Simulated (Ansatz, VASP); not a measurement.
## One calculation of WSe2, two programs

File INCAR:

```
SYSTEM = WSe2
PREC     = Accurate       ! precision mode
ENCUT    = 520            ! plane-wave cutoff, eV
EDIFF    = 1E-6           ! SCF threshold, eV
ISMEAR   = 0              ! smearing method
SIGMA    = 0.05           ! smearing width, eV
LREAL    = .FALSE.        ! projectors in reciprocal space
LASPH    = .TRUE.         ! aspherical terms in the spheres
NELM     = 80             ! most SCF steps
ALGO     = Normal         ! electronic algorithm
ISIF     = 2              ! what is computed and relaxed
LWAVE    = .FALSE.        ! write WAVECAR
LCHARG   = .FALSE.        ! write CHGCAR
GGA      = PS             ! functional
NBANDS   = 20             ! bands
```

Contents of KPOINTS:

```
regular mesh
0
G
  12 12 2
  0 0 0
```

POSCAR

```
WSe2
1.0
    3.2353865481     -0.0368847983     -0.0987296838
   -1.6496364464      2.9321770606     -0.0043170570
   -0.4956853730     -0.3112114703     15.9023313776
W Se
1 2
Direct
   -0.0499356361     -0.0844856657      0.0124162613
    0.3792369560      0.7498069128      0.0751291825
    0.3373653468      0.6680120862      0.9124545562
```

Input for Ansatz:

```yaml
crystal:
  lattice:
    - [3.2353865481, -0.0368847983, -0.0987296838]
    - [-1.6496364464, 2.9321770606, -0.004317057]
    - [-0.495685373, -0.3112114703, 15.9023313776]
  atoms:
    - { symbol: W, position: [-0.0499356361, -0.0844856657, 0.0124162613] }
    - { symbol: Se, position: [0.379236956, 0.7498069128, 0.0751291825] }
    - { symbol: Se, position: [0.3373653468, 0.6680120862, 0.9124545562] }
basis:
  ecutwfc: 420
kpoints:
  mp_grid: { grid: [12, 12, 2] }
hamiltonian:
  xc: pbesol
scf:
  occupations: { method: gaussian, width: 0.05 }
output:
  forces: true
  stress: true
  eigenvalues: true
```

Change from the starting cell: all atoms moved at random (sigma 0.15 Å a component), cell strained at random (sigma 0.03).

Alike in both runs: task single point; functional PBEsol; k mesh 12 × 12 × 2; occupations gaussian, width 0.05 eV; no spin polarisation.

```csv
,VASP,Ansatz
version,VASP 6.6.1,Ansatz 0.2.0
potentials or method,"VASP PAW PBE potentials, release 64 (W_sv, Se), cutoff 520 eV","scalar-relativistic, plane waves, PAW"
valence electrons in the cell,26,46
```

|  | VASP | Ansatz | Ansatz less VASP |
| --- | --- | --- | --- |
| gap on the k mesh at the Fermi level (eV) | none | none | - |
| rms of the force components (eV/Å) | 9.688 | 9.583 | -0.1049 |

VASP's potentials were made for PBE, not for PBEsol. Atom by atom the forces differ by 0.112 eV/Å (rms over components). A gap of «none» marks a metal or a gap that the smearing closes. The functional is the same, so the differences come from potentials, cutoffs and numerics. VASP's potentials hold 26 valence electrons a cell and Ansatz's 46, so a difference there can come from the potentials and not from the codes.

Neither program's run includes spin-orbit coupling.
